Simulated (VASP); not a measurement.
# Os in VASP: notebook

Os is run at these levels: PBE; tasks: single point, relaxation of cell and atoms.

All numbers are computed with VASP 6.6.1; they aren't measurements. Logs are shortened: lines on timing, memory, paths and dates and some standing lists are left out, and cuts for length are marked.

### Step 1. The cell of the first run

The structure is orthorhombic, space group Fmmm (No. 69). Conventional cell: a = 3.935 Å, b = 3.954 Å, c = 8.309 Å, α = 90.00°, β = 90.00°, γ = 90.00°. Within 3.3 Å of Os (site symmetry mm2) lie 9 Os at 2.50 to 2.79 Å.

### Step 2. Single point, PBE

INCAR reads:

```
PREC = Accurate ; ENCUT = 520
EDIFF = 1E-6 ; ISMEAR = 0
SIGMA = 0.1 ; LREAL = F
LASPH = T ; NELM = 80
ALGO = Fast ; ISIF = 2
LWAVE = F ; LCHARG = T
GGA = PE ; LELF = T
LVHAR = T ; NBANDS = 24
```

KPOINTS reads:

```
regular mesh
0
Gamma
  6 6 4
```

POSCAR reads:

```
Os
1.0
    1.9772436772     -4.1547358111      0.0000000000
    1.9772436772      4.1547358111      0.0000000000
    0.0000000000      0.0000000000      3.9345709401
Os
4
Direct
    0.1506641644      0.8493358356      0.0000100897
    0.6506641644      0.3493358356      0.4999899103
    0.8493358356      0.1506641644      0.9999899103
    0.3493358356      0.6506641644      0.5000100897
```

Potentials or basis: VASP PAW PBE potentials, release 64 (Os).

On the command line:

```console
> cat potpaw_PBE.64/Os/POTCAR > POTCAR
> mpirun -np 1 vasp_std > vasp.out
```

OUTCAR:

```text
PREC = Accurate
   ENCUT = 520
   EDIFF = 1E-6
   ISMEAR = 0
   LREAL = F
   LASPH = T
   NELM = 80
   ISIF = 2
   GGA = PE

 ion  position               nearest neighbor table
   1  0.151  0.849  0.000-   3 2.50   4 2.57   4 2.57   3 2.58   3 2.58   2 2.79   2 2.79   2 2.79
                             2 2.79
   2  0.651  0.349  0.500-   4 2.50   3 2.57   3 2.57   4 2.58   4 2.58   1 2.79   1 2.79   1 2.79
                             1 2.79
   3  0.849  0.151  1.000-   1 2.50   2 2.57   2 2.57   1 2.58   1 2.58   4 2.79   4 2.79   4 2.79
                             4 2.79
   4  0.349  0.651  0.500-   2 2.50   1 2.57   1 2.57   2 2.58   2 2.58   3 2.79   3 2.79   3 2.79
                             3 2.79

  LATTYP: Found a base centered orthorhombic cell.
 ALAT       =     3.9544873544
 B/A-ratio  =     2.1012765695
 C/A-ratio  =     0.9949635914

  Lattice vectors:

 A1 = (   1.9772436772,  -4.1547358111,   0.0000000000)
 A2 = (   1.9772436772,   4.1547358111,   0.0000000000)
 A3 = (   0.0000000000,   0.0000000000,   3.9345709401)

Analysis of symmetry for initial positions (statically):
=====================================================================
 Subroutine PRICEL returns:
 Original cell was already a primitive cell.

 Routine SETGRP: Setting up the symmetry group for a
 base centered orthorhombic supercell.

 Subroutine GETGRP returns: Found  8 space group operations
 (whereof  4 operations were pure point group operations)
 out of a pool of  8 trial point group operations.

The static configuration has the point symmetry C_2h.
 The point group associated with its full space group is D_2h.

Analysis of symmetry for dynamics (positions and initial velocities):
=====================================================================
 Subroutine PRICEL returns:
 Original cell was already a primitive cell.

 Routine SETGRP: Setting up the symmetry group for a
 base centered orthorhombic supercell.

 Subroutine GETGRP returns: Found  8 space group operations
 (whereof  4 operations were pure point group operations)
 out of a pool of  8 trial point group operations.

The dynamic configuration has the point symmetry C_2h.
 The point group associated with its full space group is D_2h.

 Subroutine INISYM returns: Found  8 space group operations
 (whereof  4 operations are pure point group operations),
 and found     1 'primitive' translations

----------------------------------------------------------------------------------------

                                     Primitive cell

  volume of cell :      64.6444

  direct lattice vectors                    reciprocal lattice vectors
     1.977243677 -4.154735811  0.000000000     0.252877278 -0.120344595  0.000000000
     1.977243677  4.154735811  0.000000000     0.252877278  0.120344595  0.000000000
     0.000000000  0.000000000  3.934570940     0.000000000  0.000000000  0.254157319

  length of vectors
     4.601230511  4.601230511  3.934570940     0.280053101  0.280053101  0.254157319

  position of ions in fractional coordinates (direct lattice)
     0.150664164  0.849335836  0.000010090
     0.650664164  0.349335836  0.499989910
     0.849335836  0.150664164  0.999989910
     0.349335836  0.650664164  0.500010090

  ion indices of the primitive-cell ions
   primitive index   ion index
                 1           1
                 2           2
                 3           3
                 4           4

----------------------------------------------------------------------------------------

 KPOINTS: regular mesh

Automatic generation of k-mesh.
 Grid dimensions read from file:
 generate k-points for:    6    6    4

 Generating k-lattice:

  Cartesian coordinates                     Fractional coordinates (reciprocal lattice)
     0.042146213 -0.020057433  0.000000000     0.166666667 -0.000000000  0.000000000
     0.042146213  0.020057433  0.000000000    -0.000000000  0.166666667  0.000000000
     0.000000000  0.000000000  0.063539330     0.000000000  0.000000000  0.250000000

  Length of vectors
     0.046675517  0.046675517  0.063539330

  Shift w.r.t. Gamma in fractional coordinates (k-lattice)
     0.000000000  0.000000000  0.000000000

 Subroutine IBZKPT returns following result:
 ===========================================

 Found     39 irreducible k-points:

 Following reciprocal coordinates:
            Coordinates               Weight
  0.000000  0.000000  0.000000      1.000000
  0.166667 -0.000000  0.000000      4.000000
  0.333333  0.000000  0.000000      4.000000
  0.500000  0.000000  0.000000      2.000000
  0.166667  0.166667  0.000000      2.000000
  0.333333  0.166667  0.000000      4.000000
[... 16 lines left out ...]
  0.333333  0.333333  0.250000      4.000000
  0.500000  0.333333  0.250000      8.000000
 [... further k-points ...]
   k-points           NKPTS =     39   k-points in BZ     NKDIM =     39   number of bands    NBANDS=     24
   number of dos      NEDOS =    301   number of ions     NIONS =      4
   total plane-waves  NPLWV =  38880
   dimension x,y,z NGX =    36 NGY =   36 NGZ =   30
   dimension x,y,z NGXF=    72 NGYF=   72 NGZF=   60
   ions per type =               4
   NGX,Y,Z   is equivalent  to a cutoff of  13.01, 13.01, 12.68 a.u.
   NGXF,Y,Z  is equivalent  to a cutoff of  26.01, 26.01, 25.35 a.u.
 SYSTEM =  unknown system
   PREC   = accura    normal or accurate (medium, high low for compatibility)
   ISTART =      0    job   : 0-new  1-cont  2-samecut
   ICHARG =      2    charge: 1-file 2-atom 10-const
   ISPIN  =      1    spin polarized calculation?
   LNONCOLLINEAR =      F non collinear calculations
   LSORBIT =      F    spin-orbit coupling
   LASPH  =      T    aspherical Exc in radial PAW
   ENCUT  =  520.0 eV  38.22 Ry    6.18 a.u.   8.56  8.56  7.32*2*pi/ulx,y,z
   NELM   =     80;   NELMIN=  2; NELMDL= -5     # of ELM steps
   EDIFF  = 0.1E-05   stopping-criterion for ELM
   LREAL  =      F    real-space projection
   EDIFFG = 0.1E-04   stopping-criterion for IOM
   NSW    =      0    number of steps for IOM
   IBRION =     -1    ionic relax: 0-MD 1-quasi-New 2-CG
   NFREE  =      0    steps in history (QN), initial steepest desc. (CG)
   ISIF   =      2    stress and relaxation
   ISYM   =      2    0-nonsym 1-usesym 2-fastsym
   POTIM  = 0.5000    time-step for ionic-motion
   TEBEG  =    0.0;   TEEND  =   0.0 temperature during run
   PSTRESS=    0.0 pullay stress
   NELECT =      32.0000    total number of electrons
   NUPDOWN=      -1.0000    fix difference up-down
   EMIN   =  10.00;   EMAX   =-10.00  energy-range for DOS
   EFERMI =   0.00;   METHOD = LEGACY
   ISMEAR =     0;   SIGMA  =   0.10  broadening in eV -4-tet -1-fermi 0-gaus
   EFERMI_NEDOS =   21; number of points for ismear=-14 and -15
   IALGO  =     68    algorithm
   IMIX   =      4    mixing-type and parameters
     AMIX     =   0.40;   BMIX     =  1.00
     AMIX_MAG =   1.60;   BMIX_MAG =  1.00
  volume/ion in A,a.u.               =      16.16       109.06
  Fermi-wavevector in a.u.,A,eV,Ry     =   1.295034  2.447259 22.818508  1.677113
  Thomas-Fermi vector in A             =   2.426579
   LORBIT       =      0    0 simple, 1 ext, 2 COOP (PROOUT), +10 PAW based schemes
   GGA     = PE    functional components
   LHFCALC =     F    Hartree Fock is set to
   AEXX    =    0.0000 exact exchange contribution
   IVDW    =     0    specifies the selected vdW correction
   LEPSILON=     F    determine dielectric tensor
   LRPA    =     F    only Hartree local field effects (RPA)
 non-spin polarized calculation
 RMM-DIIS sequential band-by-band and
 Gauss-broadening in eV      SIGMA  =   0.10
  energy-cutoff  :      520.00
  volume of cell :       64.64
 maximum number of plane-waves:      1767
 NGX is ok and might be reduce to    36

 number of electron      32.0000005 magnetization

 Free energy of the ion-electron system (eV)
  ---------------------------------------------------
  ext. energy  EPLUGINS =         0.00000000
  ---------------------------------------------------
  free energy    TOTEN  =       -42.99723418 eV

  energy without entropy =      -42.99183965  energy(sigma->0) =      -42.99453692

 E-fermi :   7.3470     XC(G=0): -13.0449

 val. band max:        7.3277219662   @ k =   0.5000   0.1667   0.0000
 cond. band min:       7.4236217399   @ k =  -0.3333   0.1667   0.2500
 fundamental gap:      0.0958997737
 Fermi energy:         7.3470043694

 k-point     1 :       0.0000    0.0000    0.0000
  band No.  band energies     occupation
      1      -2.2612      2.00000
      2       0.8234      2.00000
      3       1.3678      2.00000
      4       1.4371      2.00000
      5       1.4887      2.00000
      6       2.0084      2.00000
[... 16 lines left out ...]
     23      10.3530      0.00000
     24      14.4829      0.00000

 k-point     2 :       0.1667   -0.0000    0.0000
  band No.  band energies     occupation
      1      -1.8075      2.00000
      2       1.1342      2.00000
      3       1.5610      2.00000
      4       1.6223      2.00000
      5       1.7279      2.00000
      6       2.1131      2.00000
[... 16 lines left out ...]
     23      12.7350      0.00000
     24      12.7388      0.00000

 k-point     3 :       0.3333    0.0000    0.0000
  band No.  band energies     occupation
      1      -0.5615      2.00000
      2       1.7574      2.00000
      3       2.0602      2.00000
      4       2.1209      2.00000
      5       2.3058      2.00000
      6       2.3071      2.00000
[... 16 lines left out ...]
     23      12.3659      0.00000
     24      13.1724      0.00000

 k-point     4 :       0.5000    0.0000    0.0000
  band No.  band energies     occupation
      1       1.0169      2.00000
      2       1.0169      2.00000
      3       2.4759      2.00000
      4       2.4759      2.00000
      5       2.6613      2.00000
      6       2.6613      2.00000
[... 16 lines left out ...]
     23      12.8177      0.00000
     24      12.8177      0.00000

 k-point     5 :       0.1667    0.1667    0.0000
  band No.  band energies     occupation
      1      -0.8443      2.00000
      2       1.6750      2.00000
      3       1.8665      2.00000
      4       2.2003      2.00000
      5       2.5164      2.00000
      6       2.7513      2.00000
[... 16 lines left out ...]
     23      11.7262      0.00000
     24      13.8517      0.00000

 k-point     6 :       0.3333    0.1667    0.0000
  band No.  band energies     occupation
      1       0.5552      2.00000
      2       1.6973      2.00000
      3       2.2466      2.00000
      4       2.2640      2.00000
      5       2.6204      2.00000
      6       2.6331      2.00000
[... 16 lines left out ...]
     23      11.3033      0.00000
     24      15.2770      0.00000
[... 379 lines left out ...]
 k-point    21 :      -0.3333    0.1667    0.2500
  band No.  band energies     occupation
      1      -0.5326      2.00000
      2       1.2914      2.00000
      3       1.6965      2.00000
      4       1.7710      2.00000
      5       2.2718      2.00000
      6       2.3148      2.00000
[... 16 lines left out ...]
     23      11.4757      0.00000
     24      13.3420      0.00000

 k-point    22 :      -0.1667    0.1667    0.2500
  band No.  band energies     occupation
      1      -1.1308      2.00000
      2       1.2895      2.00000
      3       1.7992      2.00000
      4       1.8621      2.00000
      5       1.8819      2.00000
      6       2.2624      2.00000
[... 16 lines left out ...]
     23      11.5493      0.00000
     24      15.9932      0.00000

 k-point    23 :       0.3333    0.3333    0.2500
  band No.  band energies     occupation
      1       0.7311      2.00000
      2       1.0210      2.00000
      3       1.3364      2.00000
      4       1.8336      2.00000
      5       2.2699      2.00000
      6       2.5003      2.00000
[... 16 lines left out ...]
     23      10.4571      0.00000
     24      13.8839      0.00000

 k-point    24 :       0.5000    0.3333    0.2500
  band No.  band energies     occupation
      1       0.2608      2.00000
      2       0.9228      2.00000
      3       1.5265      2.00000
      4       1.6362      2.00000
      5       1.9642      2.00000
      6       2.5464      2.00000
[... 16 lines left out ...]
     23      12.3250      0.00000
     24      12.4508      0.00000

 [... further k-points ...]

------------------------ aborting loop because EDIFF is reached ----------------------------------------

  FORCE on cell =-STRESS in cart. coord.  units (eV):
  Direction    XX          YY          ZZ          XY          YZ          ZX
  --------------------------------------------------------------------------------------
  -------------------------------------------------------------------------------------
  Total       -0.0025794     -0.3107825      0.0129132      0.0000000     -0.0000000      0.0000000
  in kB       -0.0639296     -7.7025787      0.3200472      0.0000000     -0.0000000      0.0000000
  external PRESSURE =      -2.4821537 kB  Pullay stress =       0.0000000 kB

 VOLUME and BASIS-vectors are now :
 -----------------------------------------------------------------------------
  energy-cutoff  :      520.00
  volume of cell :       64.64
      direct lattice vectors                 reciprocal lattice vectors
     1.977243677 -4.154735811  0.000000000     0.252877278 -0.120344595  0.000000000
     1.977243677  4.154735811  0.000000000     0.252877278  0.120344595  0.000000000
     0.000000000  0.000000000  3.934570940     0.000000000  0.000000000  0.254157319

 POSITION                                       TOTAL-FORCE (eV/Angst)
 -----------------------------------------------------------------------------------
      1.97724      2.90280      0.00004         0.000000      0.028409     -0.000692
      1.97724     -1.25194      1.96725         0.000000      0.028409      0.000692
      1.97724     -2.90280      3.93453         0.000000     -0.028409      0.000692
      1.97724      1.25194      1.96733         0.000000     -0.028409     -0.000692
 -----------------------------------------------------------------------------------
    total drift:                                0.000000     -0.000000     -0.000000

  FREE ENERGIE OF THE ION-ELECTRON SYSTEM (eV)
  ---------------------------------------------------
  free  energy   TOTEN  =       -42.9972341846 eV

  energy  without entropy=      -42.9918396520  energy(sigma->0) =      -42.99453692
```

Wall time 63 s (1 thread of Oxide Virtual Turin-like, shared host); peak memory 0.18 GiB.

What came out:

```
Free energy            : -42.9972 eV
Pressure               : -0.2 GPa
Largest force          : 0.028 eV/Å
Band gap on the k mesh : zero (bands 16 and 17 overlap by 3.24 eV)
```

Forces in eV/Å, atoms in the order of the input:
```
Os   0.000  0.028 -0.001
Os   0.000  0.028  0.001
Os   0.000 -0.028  0.001
Os   0.000 -0.028 -0.001
```

Caveat: the k points lie up to 0.40 Å⁻¹ apart, too coarse for converged energies and pressures of a metal; spin-orbit coupling is left out, which moves the levels of the heavy elements.

### Step 3. Single point, PBE

This run uses another cell than the first one: it holds 2 atoms, not 4.

INCAR reads:

```
SYSTEM = Os
ALGO = Fast ; EDIFF = 1E-6
ENCUT = 520 ; GGA = PE
ISIF = 2 ; ISMEAR = 0
LASPH = .True. ; LCHARG = .False.
LREAL = .False. ; LWAVE = .False.
NBANDS = 15 ; NELM = 80
PREC = Accurate ; SIGMA = 0.1
```

KPOINTS reads:

```
k-points
0
Gamma
  20 20 20
  0 0 0
```

POSCAR reads:

```
Os
1.0
   -1.3937705375      1.3937705375      4.1561582859
    1.3937705375     -1.3937705375      4.1561582859
    1.3937705375      1.3937705375     -4.1561582859
Os
2
Direct
    0.8495904641      0.8495904641      0.0000000000
    0.1504095359      0.1504095359      0.0000000000
```

Potentials or basis: VASP PAW PBE potentials, release 64 (Os).

On the command line:

```console
> cat potpaw_PBE.64/Os/POTCAR > POTCAR
> mpirun -np 1 vasp_std > vasp.out
```

Run time: 5.1 min. Hardware: 1 thread of Oxide Virtual Turin-like, shared host; peak memory 0.4 GiB.

The run converged. Its results:

- Free energy: -21.4891 eV
- Pressure: -0.2 GPa
- Largest force: 0.034 eV/Å
- Band gap on the k mesh: zero (bands 8 and 9 overlap by 4.08 eV)

Forces in eV/Å, atoms in the order of the input:
```
Os   0.000  0.000  0.034
Os   0.000  0.000 -0.034
```

Stress tensor (GPa, compression positive):
```
 0.05  0.00  0.00
 0.00  0.05  0.00
 0.00  0.00 -0.84
```

Levels at points of the mesh, in eV from the Fermi level:
```tsv
k point	band 5	band 6	band 7	band 8	band 9	band 10	band 11	band 12
(0.00, 0.00, 0.00)	-2.51	-1.38	-1.38	-0.22	0.31	0.31	2.40	2.80
(0.50, 0.00, 0.00)	-2.78	-2.50	-1.53	-0.38	1.28	2.45	3.28	3.57
(0.50, 0.50, 0.00)	-2.29	-1.47	1.99	2.71	2.75	2.89	3.09	7.28
(0.50, 0.50, 0.50)	-2.77	-2.77	-2.40	-0.02	2.11	2.35	2.78	2.78
```

Caveat: spin-orbit coupling is left out, which moves the levels of the heavy elements.

### Step 4. Relaxation of cell and atoms, PBE

This run uses another cell than the first one: it holds 2 atoms, not 4.

INCAR reads:

```
ALGO = Fast
EDIFF = 1E-6
EDIFFG = -0.01
ENCUT = 600
GGA = PE
IBRION = 2
ISIF = 3
ISMEAR = 0
LASPH = T
LCHARG = F
LREAL = F
LWAVE = F
NELM = 80
NSW = 100
PREC = Accurate
SIGMA = 0.1
```

KPOINTS reads:

```
k-points
0
Gamma
  20 20 20
```

POSCAR reads:

```
Os
1.0
   -1.3946060985      1.3946060985      4.1547358111
    1.3946060985     -1.3946060985      4.1547358111
    1.3946060985      1.3946060985     -4.1547358111
Os
2
Direct
    0.8493358356      0.8493358356      0.0000000000
    0.1506641644      0.1506641644      0.0000000000
```

On the command line:

```console
> cat potpaw_PBE.64/Os/POTCAR > POTCAR
> mpirun -np 1 vasp_std > vasp.out
```

Run time: 19 min. Hardware: 1 thread of Oxide Virtual Turin-like, shared host; peak memory 0.46 GiB.

It converged, with:

```
Free energy                           : -21.4902 eV
Relaxed volume                        : 16.14 Å³/atom
Relaxed cell                          : a = 4.595 Å, b = 4.595 Å, c = 4.595 Å, α = 144.67°, β = 144.67°, γ = 50.83°
Space group after relaxing (to 0.1 Å) : I4/mmm (No. 139)
Energy gained by relaxing             : 0.2 meV/atom
Ionic steps                           : 8
Pressure after relaxing               : 0.0 GPa
Band gap on the k mesh                : zero (bands 8 and 9 overlap by 4.07 eV)
```

Step by step:
```
step  energy change (eV)  largest force (eV/Å)  pressure (GPa)  volume (Å³)
   1              0.0000                0.1112           -0.15        32.32
   2              0.0004                0.1385            0.31        32.25
   3             -0.0003                0.0133            0.01        32.29
   4             -0.0003                0.0103            0.02        32.29
   5             -0.0003                0.0101           -0.13        32.30
   6             -0.0004                0.0027           -0.08        32.30
   7             -0.0003                0.0033            0.13        32.27
   8             -0.0004                0.0012            0.04        32.29
```

Final structure:
```
CELL_PARAMETERS angstrom
-1.39447 1.39447 4.15081
1.39447 -1.39447 4.15081
1.39447 1.39447 -4.15081
ATOMIC_POSITIONS crystal
Os 0.84966 0.84966 0.00000
Os 0.15034 0.15034 0.00000
```

Levels at points of the mesh, in eV from the Fermi level:
| k point | band 5 | band 6 | band 7 | band 8 | band 9 | band 10 | band 11 | band 12 |
| --- | --- | --- | --- | --- | --- | --- | --- | --- |
| (0.00, 0.00, 0.00) | -2.51 | -1.38 | -1.38 | -0.23 | 0.29 | 0.29 | 2.39 | 2.81 |
| (0.50, 0.00, 0.00) | -2.79 | -2.50 | -1.52 | -0.38 | 1.27 | 2.45 | 3.29 | 3.57 |
| (0.50, 0.50, 0.00) | -2.30 | -1.48 | 2.00 | 2.70 | 2.74 | 2.88 | 3.09 | 7.28 |
| (0.50, 0.50, 0.50) | -2.79 | -2.79 | -2.39 | -0.03 | 2.11 | 2.37 | 2.78 | 2.78 |

Caveat: spin-orbit coupling is left out, which moves the levels of the heavy elements.

### Step 5. The runs side by side

```csv
task,cell,k mesh,cutoff (eV),gap on the mesh (eV),pressure (GPa),largest force (eV/Å)
single point,"a = 4.601, b = 4.601, c = 3.935 Å, angles 90.0, 90.0, 129.1°, 4 atoms, atomic positions A",6 × 6 × 4,520,none,-0.2,0.03
single point,"a = 4.600 Å, angles 144.7, 144.7, 50.7°, 2 atoms, atomic positions B",20 × 20 × 20,520,none,-0.2,0.03
relaxation of cell and atoms,"relaxed from a = 4.599 Å, angles 144.7, 144.7, 50.8°, 2 atoms, atomic positions C",20 × 20 × 20,600,none,0.0,-
```

Alike in all rows: level PBE; potentials or basis VASP PAW PBE potentials, release 64 (Os); no spin polarisation; smearing gaussian 0.1 eV.

Caveats: some runs use coarse meshes; spin-orbit coupling is left out, which moves the levels of the heavy elements.

Absolute energies hang on the potentials; compare differences alone.

The gap in the log of VASP goes by the Fermi energy; the results here count the filled bands.